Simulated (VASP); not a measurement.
# B7C (Fm-3m) in VASP: further runs

The runs below take B7C through single point, relaxation of cell and atoms, with PBE.

All numbers are computed with VASP 6.6.1; they aren't measurements. Logs are shortened: lines on timing, memory, paths and dates and some standing lists are left out, and cuts for length are marked.

### Step 1. The cell of the first run

Symmetry: Fm-3m, No. 225, cubic system. Conventional cell: a = 5.737 Å, b = 5.737 Å, c = 5.737 Å, α = 90.00°, β = 90.00°, γ = 90.00°. Within 2.7 Å of B (site symmetry mmm) lie 10 B at 2.03 Å and 2 C at 2.03 Å. B (site symmetry m-3m) has 12 B at 2.03 Å within 2.7 Å. Within 2.7 Å of C (site symmetry m-3m) lie 12 B at 2.03 Å.

### Step 2. Single point, PBE

INCAR

```
SYSTEM = B7C
  ALGO = Normal
  EDIFF = 1E-7
  ENCUT = 520
  GGA = PE
  ISIF = 2
  ISMEAR = 0
  LASPH = .True.
  LCHARG = .True.
  LELF = .True.
  LREAL = .False.
  LVHAR = .True.
  LWAVE = .False.
  NBANDS = 22
  NELM = 80
  PREC = Accurate
  SIGMA = 0.1
```

KPOINTS

```
k-points
0
Gamma
  6 6 6
  0 0 0
```

POSCAR

```
B7C
1.0
    0.0000000000      2.8686617641      2.8686617641
    2.8686617641      0.0000000000      2.8686617641
    2.8686617641      2.8686617641      0.0000000000
B C
7 1
Direct
    0.5000000000      0.0000000000      0.0000000000
    0.0000000000      0.5000000000      0.5000000000
    0.0000000000      0.5000000000      0.0000000000
    0.5000000000      0.0000000000      0.5000000000
    0.0000000000      0.0000000000      0.5000000000
    0.5000000000      0.5000000000      0.0000000000
    0.5000000000      0.5000000000      0.5000000000
    0.0000000000      0.0000000000      0.0000000000
```

Potentials or basis: VASP PAW PBE potentials, release 64 (B, C).

Command:

```bash
$ cat potpaw_PBE.64/B/POTCAR potpaw_PBE.64/C/POTCAR > POTCAR
$ mpirun -np 1 vasp_std > vasp.out
```

OUTCAR:

```text
SYSTEM = B7C
   EDIFF = 1E-7
   ENCUT = 520
   GGA = PE
   ISIF = 2
   ISMEAR = 0
   LASPH = .True.
   LREAL = .False.
   NELM = 80
   PREC = Accurate

 ion  position               nearest neighbor table
   1  0.500  0.000  0.000-   4 2.03   6 2.03   8 2.03   4 2.03   5 2.03   7 2.03   3 2.03   6 2.03
                             7 2.03   3 2.03   5 2.03   8 2.03
   2  0.000  0.500  0.500-   3 2.03   5 2.03   7 2.03   3 2.03   6 2.03   8 2.03   4 2.03   5 2.03
                             8 2.03   4 2.03   6 2.03   7 2.03
   3  0.000  0.500  0.000-   2 2.03   6 2.03   8 2.03   2 2.03   5 2.03   7 2.03   1 2.03   5 2.03
                             8 2.03   1 2.03   6 2.03   7 2.03
   4  0.500  0.000  0.500-   1 2.03   5 2.03   7 2.03   1 2.03   6 2.03   8 2.03   2 2.03   6 2.03
                             7 2.03   2 2.03   5 2.03   8 2.03
   5  0.000  0.000  0.500-   2 2.03   4 2.03   8 2.03   1 2.03   3 2.03   8 2.03   2 2.03   3 2.03
                             7 2.03   1 2.03   4 2.03   7 2.03
   6  0.500  0.500  0.000-   1 2.03   3 2.03   7 2.03   2 2.03   4 2.03   7 2.03   1 2.03   4 2.03
                             8 2.03   2 2.03   3 2.03   8 2.03
   7  0.500  0.500  0.500-   2 2.03   4 2.03   6 2.03   1 2.03   3 2.03   6 2.03   1 2.03   4 2.03
                             5 2.03   2 2.03   3 2.03   5 2.03
   8  0.000  0.000  0.000-   1 2.03   3 2.03   5 2.03   2 2.03   4 2.03   5 2.03   2 2.03   3 2.03
                             6 2.03   1 2.03   4 2.03   6 2.03

  LATTYP: Found a face centered cubic cell.
 ALAT       =     5.7373235282

  Lattice vectors:

 A1 = (   0.0000000000,   2.8686617641,   2.8686617641)
 A2 = (   2.8686617641,   0.0000000000,   2.8686617641)
 A3 = (   2.8686617641,   2.8686617641,   0.0000000000)

Analysis of symmetry for initial positions (statically):
=====================================================================
 Subroutine PRICEL returns:
 Original cell was already a primitive cell.

 Routine SETGRP: Setting up the symmetry group for a
 face centered cubic supercell.

 Subroutine GETGRP returns: Found 48 space group operations
 (whereof 48 operations were pure point group operations)
 out of a pool of 48 trial point group operations.

The static configuration has the point symmetry O_h .

Analysis of symmetry for dynamics (positions and initial velocities):
=====================================================================
 Subroutine PRICEL returns:
 Original cell was already a primitive cell.

 Routine SETGRP: Setting up the symmetry group for a
 face centered cubic supercell.

 Subroutine GETGRP returns: Found 48 space group operations
 (whereof 48 operations were pure point group operations)
 out of a pool of 48 trial point group operations.

The dynamic configuration has the point symmetry O_h .

 Subroutine INISYM returns: Found 48 space group operations
 (whereof 48 operations are pure point group operations),
 and found     1 'primitive' translations

----------------------------------------------------------------------------------------

                                     Primitive cell

  volume of cell :      47.2137

  direct lattice vectors                    reciprocal lattice vectors
     0.000000000  2.868661764  2.868661764    -0.174297300  0.174297300  0.174297300
     2.868661764  0.000000000  2.868661764     0.174297300 -0.174297300  0.174297300
     2.868661764  2.868661764  0.000000000     0.174297300  0.174297300 -0.174297300

  length of vectors
     4.056900373  4.056900373  4.056900373     0.301891779  0.301891779  0.301891779

  position of ions in fractional coordinates (direct lattice)
     0.500000000  0.000000000  0.000000000
     0.000000000  0.500000000  0.500000000
     0.000000000  0.500000000  0.000000000
     0.500000000  0.000000000  0.500000000
     0.000000000  0.000000000  0.500000000
     0.500000000  0.500000000  0.000000000
     0.500000000  0.500000000  0.500000000
     0.000000000  0.000000000  0.000000000

  ion indices of the primitive-cell ions
   primitive index   ion index
                 1           1
                 2           2
                 3           3
                 4           4
                 5           5
                 6           6
                 7           7
                 8           8

----------------------------------------------------------------------------------------

 KPOINTS: k-points

Automatic generation of k-mesh.
 Grid dimensions read from file:
 generate k-points for:    6    6    6

 Generating k-lattice:

  Cartesian coordinates                     Fractional coordinates (reciprocal lattice)
    -0.029049550  0.029049550  0.029049550     0.166666667  0.000000000  0.000000000
     0.029049550 -0.029049550  0.029049550     0.000000000  0.166666667  0.000000000
     0.029049550  0.029049550 -0.029049550     0.000000000  0.000000000  0.166666667

  Length of vectors
     0.050315297  0.050315297  0.050315297

  Shift w.r.t. Gamma in fractional coordinates (k-lattice)
     0.000000000  0.000000000  0.000000000

 Subroutine IBZKPT returns following result:
 ===========================================

 Found     16 irreducible k-points:

 Following reciprocal coordinates:
            Coordinates               Weight
  0.000000  0.000000  0.000000      1.000000
  0.166667  0.000000  0.000000      8.000000
  0.333333  0.000000  0.000000      8.000000
  0.500000  0.000000  0.000000      4.000000
  0.166667  0.166667  0.000000      6.000000
  0.333333  0.166667  0.000000     24.000000
[... 8 lines left out ...]
 -0.333333  0.333333  0.166667     24.000000
 -0.333333  0.500000  0.166667     12.000000
   k-points           NKPTS =     16   k-points in BZ     NKDIM =     16   number of bands    NBANDS=     22
   number of dos      NEDOS =    301   number of ions     NIONS =      8
   total plane-waves  NPLWV =  27000
   dimension x,y,z NGX =    30 NGY =   30 NGZ =   30
   dimension x,y,z NGXF=    60 NGYF=   60 NGZF=   60
   ions per type =               7   1
   NGX,Y,Z   is equivalent  to a cutoff of  12.29, 12.29, 12.29 a.u.
   NGXF,Y,Z  is equivalent  to a cutoff of  24.59, 24.59, 24.59 a.u.
 SYSTEM =  B7C
   PREC   = accura    normal or accurate (medium, high low for compatibility)
   ISTART =      0    job   : 0-new  1-cont  2-samecut
   ICHARG =      2    charge: 1-file 2-atom 10-const
   ISPIN  =      1    spin polarized calculation?
   LNONCOLLINEAR =      F non collinear calculations
   LSORBIT =      F    spin-orbit coupling
   LASPH  =      T    aspherical Exc in radial PAW
   ENCUT  =  520.0 eV  38.22 Ry    6.18 a.u.   7.54  7.54  7.54*2*pi/ulx,y,z
   NELM   =     80;   NELMIN=  2; NELMDL= -5     # of ELM steps
   EDIFF  = 0.1E-06   stopping-criterion for ELM
   LREAL  =      F    real-space projection
   EDIFFG = 0.1E-05   stopping-criterion for IOM
   NSW    =      0    number of steps for IOM
   IBRION =     -1    ionic relax: 0-MD 1-quasi-New 2-CG
   NFREE  =      0    steps in history (QN), initial steepest desc. (CG)
   ISIF   =      2    stress and relaxation
   ISYM   =      2    0-nonsym 1-usesym 2-fastsym
   POTIM  = 0.5000    time-step for ionic-motion
   TEBEG  =    0.0;   TEEND  =   0.0 temperature during run
   PSTRESS=    0.0 pullay stress
   NELECT =      25.0000    total number of electrons
   NUPDOWN=      -1.0000    fix difference up-down
   EMIN   =  10.00;   EMAX   =-10.00  energy-range for DOS
   EFERMI =   0.00;   METHOD = LEGACY
   ISMEAR =     0;   SIGMA  =   0.10  broadening in eV -4-tet -1-fermi 0-gaus
   EFERMI_NEDOS =   21; number of points for ismear=-14 and -15
   IALGO  =     38    algorithm
   IMIX   =      4    mixing-type and parameters
     AMIX     =   0.40;   BMIX     =  1.00
     AMIX_MAG =   1.60;   BMIX_MAG =  1.00
  volume/ion in A,a.u.               =       5.90        39.83
  Fermi-wavevector in a.u.,A,eV,Ry     =   1.324440  2.502828 23.866527  1.754140
  Thomas-Fermi vector in A             =   2.453974
   LORBIT       =      0    0 simple, 1 ext, 2 COOP (PROOUT), +10 PAW based schemes
   GGA     = PE    functional components
   LHFCALC =     F    Hartree Fock is set to
   AEXX    =    0.0000 exact exchange contribution
   IVDW    =     0    specifies the selected vdW correction
   LEPSILON=     F    determine dielectric tensor
   LRPA    =     F    only Hartree local field effects (RPA)
 non-spin polarized calculation
 Gauss-broadening in eV      SIGMA  =   0.10
  energy-cutoff  :      520.00
  volume of cell :       47.21
 maximum number of plane-waves:      1303
   NGX = 15   NGY = 15   NGZ = 15

 number of electron      25.0000000 magnetization

 Free energy of the ion-electron system (eV)
  ---------------------------------------------------
  ext. energy  EPLUGINS =         0.00000000
  ---------------------------------------------------
  free energy    TOTEN  =       -41.91268025 eV

  energy without entropy =      -41.89319098  energy(sigma->0) =      -41.90293561

 E-fermi :  10.8183     XC(G=0): -13.1011

 val. band max:       10.8033725344   @ k =   0.3333   0.1667   0.0000
 cond. band min:      10.8298673832   @ k =   0.5000   0.3333   0.1667
 fundamental gap:      0.0264948488
 Fermi energy:        10.8182951622

 k-point     1 :       0.0000    0.0000    0.0000
  band No.  band energies     occupation
      1      -9.0905      2.00000
      2       0.3108      2.00000
      3       0.3108      2.00000
      4       0.3108      2.00000
      5       0.7138      2.00000
      6       1.6514      2.00000
[... 14 lines left out ...]
     21      16.7504      0.00000
     22      21.6928      0.00000

 k-point     2 :       0.1667    0.0000    0.0000
  band No.  band energies     occupation
      1      -8.7932      2.00000
      2      -1.7190      2.00000
      3       0.3342      2.00000
      4       0.3342      2.00000
      5       0.3948      2.00000
      6       2.3055      2.00000
[... 14 lines left out ...]
     21      17.0579      0.00000
     22      20.7548      0.00000
[... 323 lines left out ...]
     21      16.5297      0.00000
     22      17.1973      0.00000

 k-point    16 :      -0.3333    0.5000    0.1667
  band No.  band energies     occupation
      1      -5.8000      2.00000
      2      -4.5572      2.00000
      3      -3.7527      2.00000
      4      -3.3565      2.00000
      5       0.8724      2.00000
      6       1.3978      2.00000
[... 14 lines left out ...]
     21      16.9892      0.00000
     22      17.1572      0.00000

------------------------ aborting loop because EDIFF is reached ----------------------------------------

  FORCE on cell =-STRESS in cart. coord.  units (eV):
  Direction    XX          YY          ZZ          XY          YZ          ZX
  --------------------------------------------------------------------------------------
  -------------------------------------------------------------------------------------
  Total        0.0107741      0.0107741      0.0107741      0.0000000     -0.0000000     -0.0000000
  in kB        0.3656154      0.3656154      0.3656154      0.0000000     -0.0000000     -0.0000000
  external PRESSURE =       0.3656154 kB  Pullay stress =       0.0000000 kB

 VOLUME and BASIS-vectors are now :
 -----------------------------------------------------------------------------
  energy-cutoff  :      520.00
  volume of cell :       47.21
      direct lattice vectors                 reciprocal lattice vectors
     0.000000000  2.868661764  2.868661764    -0.174297300  0.174297300  0.174297300
     2.868661764  0.000000000  2.868661764     0.174297300 -0.174297300  0.174297300
     2.868661764  2.868661764  0.000000000     0.174297300  0.174297300 -0.174297300

 POSITION                                       TOTAL-FORCE (eV/Angst)
 -----------------------------------------------------------------------------------
      0.00000      1.43433      1.43433         0.000000      0.000000     -0.000000
      2.86866      1.43433      1.43433        -0.000000      0.000000      0.000000
      1.43433      0.00000      1.43433        -0.000000     -0.000000      0.000000
      1.43433      2.86866      1.43433         0.000000     -0.000000      0.000000
      1.43433      1.43433      0.00000         0.000000      0.000000     -0.000000
      1.43433      1.43433      2.86866         0.000000     -0.000000     -0.000000
      2.86866      2.86866      2.86866         0.000000      0.000000      0.000000
      0.00000      0.00000      0.00000         0.000000      0.000000      0.000000
 -----------------------------------------------------------------------------------
    total drift:                                0.000000      0.000000     -0.000000

  FREE ENERGIE OF THE ION-ELECTRON SYSTEM (eV)
  ---------------------------------------------------
  free  energy   TOTEN  =       -41.9126802464 eV

  energy  without entropy=      -41.8931909788  energy(sigma->0) =      -41.90293561
```

It took 22 s on 1 thread of AMD EPYC 7R43 (Zen 3), shared host; peak memory 0.12 GiB.

What came out:

```yaml
Free_energy: -41.9127 eV
Pressure: 0.0 GPa
```

### Step 3. Single point, PBE

This run uses another cell than the first one, of 8.05 Å³/atom, 1.364 times its volume.

INCAR

```
SYSTEM = B7C
  ALGO = Normal
  EDIFF = 1E-7
  ENCUT = 520
  GGA = PE
  ISIF = 2
  ISMEAR = 0
  LASPH = .TRUE.
  LCHARG = .FALSE.
  LREAL = .FALSE.
  LWAVE = .FALSE.
  NBANDS = 22
  NELM = 100
  PREC = Accurate
  SIGMA = 0.1
```

KPOINTS

```
k-points
0
G
  6 6 6
  0 0 0
```

Edit POSCAR of step 2 so:

```diff
@@ -2,5 +2,5 @@
 1.0
-    0.0000000000      2.8686617641      2.8686617641
-    2.8686617641      0.0000000000      2.8686617641
-    2.8686617641      2.8686617641      0.0000000000
+    0.0000000000      3.1810919600      3.1810919600
+    3.1810919600      0.0000000000      3.1810919600
+    3.1810919600      3.1810919600      0.0000000000
 B C
```

Potentials or basis: VASP PAW PBE potentials, release 64 (B, C).

Command:

```bash
$ cat potpaw_PBE.64/B/POTCAR potpaw_PBE.64/C/POTCAR > POTCAR
$ mpirun -np 1 vasp_std > vasp.out
```

OUTCAR:

```text
SYSTEM = B7C
   EDIFF = 1E-7
   ENCUT = 520
   GGA = PE
   ISIF = 2
   ISMEAR = 0
   LASPH = .TRUE.
   LREAL = .FALSE.
   NELM = 100
   PREC = Accurate

 ion  position               nearest neighbor table
   1  0.500  0.000  0.000-
   2  0.000  0.500  0.500-
   3  0.000  0.500  0.000-
   4  0.500  0.000  0.500-
   5  0.000  0.000  0.500-
   6  0.500  0.500  0.000-
   7  0.500  0.500  0.500-
   8  0.000  0.000  0.000-
[... 600 lines left out ...]
  -------------------------------------------------------------------------------------
  Total      -15.3156816    -15.3156816    -15.3156816      0.0000000     -0.0000000      0.0000000
  in kB     -381.1432603   -381.1432603   -381.1432603      0.0000000     -0.0000000      0.0000000
  external PRESSURE =    -381.1432603 kB  Pullay stress =       0.0000000 kB

 VOLUME and BASIS-vectors are now :
 -----------------------------------------------------------------------------
  energy-cutoff  :      520.00
  volume of cell :       64.38
      direct lattice vectors                 reciprocal lattice vectors
     0.000000000  3.181091960  3.181091960    -0.157178732  0.157178732  0.157178732
     3.181091960  0.000000000  3.181091960     0.157178732 -0.157178732  0.157178732
     3.181091960  3.181091960  0.000000000     0.157178732  0.157178732 -0.157178732

 POSITION                                       TOTAL-FORCE (eV/Angst)
 -----------------------------------------------------------------------------------
      0.00000      1.59055      1.59055        -0.000000      0.000000     -0.000000
      3.18109      1.59055      1.59055         0.000000      0.000000      0.000000
      1.59055      0.00000      1.59055        -0.000000      0.000000     -0.000000
      1.59055      3.18109      1.59055         0.000000      0.000000      0.000000
      1.59055      1.59055      0.00000        -0.000000     -0.000000     -0.000000
      1.59055      1.59055      3.18109         0.000000     -0.000000      0.000000
      3.18109      3.18109      3.18109        -0.000000     -0.000000      0.000000
      0.00000      0.00000      0.00000        -0.000000     -0.000000     -0.000000
 -----------------------------------------------------------------------------------
    total drift:                               -0.000000      0.000000      0.000000

  FREE ENERGIE OF THE ION-ELECTRON SYSTEM (eV)
  ---------------------------------------------------
  free  energy   TOTEN  =       -39.2420330646 eV

  energy  without entropy=      -39.2290452351  energy(sigma->0) =      -39.23553915
```

OSZICAR:

```text
N       E                     dE             d eps       ncg     rms          rms(c)
DAV:   1     0.323890959323E+02    0.32389E+02   -0.11124E+04   704   0.101E+03
DAV:   2    -0.353847216725E+02   -0.67774E+02   -0.63930E+02   852   0.167E+02
DAV:   3    -0.392325003855E+02   -0.38478E+01   -0.37643E+01  1024   0.302E+01
DAV:   4    -0.392776492268E+02   -0.45149E-01   -0.44903E-01   934   0.314E+00
DAV:   5    -0.392781676784E+02   -0.51845E-03   -0.51827E-03   970   0.311E-01    0.323E+00
DAV:   6    -0.392519970044E+02    0.26171E-01   -0.49738E-02  1092   0.119E+00    0.189E+00
DAV:   7    -0.392434030265E+02    0.85940E-02   -0.26683E-02  1004   0.101E+00    0.685E-01
DAV:   8    -0.392420121324E+02    0.13909E-02   -0.63780E-03   940   0.577E-01    0.846E-02
DAV:   9    -0.392420464234E+02   -0.34291E-04   -0.69085E-04   998   0.141E-01    0.525E-02
DAV:  10    -0.392420355559E+02    0.10867E-04   -0.94048E-05  1010   0.476E-02    0.834E-03
DAV:  11    -0.392420324038E+02    0.31521E-05   -0.11687E-05   966   0.188E-02    0.320E-03
DAV:  12    -0.392420331039E+02   -0.70004E-06   -0.83792E-07   862   0.529E-03    0.476E-04
DAV:  13    -0.392420330646E+02    0.39255E-07   -0.29041E-08   490   0.952E-04
   1 F= -.39242033E+02 E0= -.39235539E+02  d E =-.129878E-01
```

stdout:

```text
POSCAR found type information on POSCAR B C
 POSCAR found :  2 types and       8 ions
 scaLAPACK will be used
 LDA part: xc-table for (Slater+PW92), standard interpolation
 POSCAR, INCAR and KPOINTS ok, starting setup
 FFT: planning ... GRIDC
 FFT: planning ... GRID_SOFT
 FFT: planning ... GRID
 WAVECAR not read
 entering main loop
```

Run time: 40 s. Hardware: 1 thread of AMD EPYC 7R43 (Zen 3), shared host; peak memory 0.16 GiB.

Results:

```yaml
Free_energy: -39.2420 eV
Pressure: -38.1 GPa
```

Levels at points of the mesh, in eV from the Fermi level:
```
           k point  band 11  band 12  band 13  band 14  band 15  band 16
(0.00, 0.00, 0.00)    -5.32    -5.32    -2.18    -0.91    -0.91     3.59
(0.50, 0.00, 0.00)    -1.49    -1.49    -1.19    -1.19     2.90     3.01
(0.50, 0.50, 0.00)    -1.15    -0.65     0.76     0.82     1.24     1.28
```

[end of part 1 of 2]
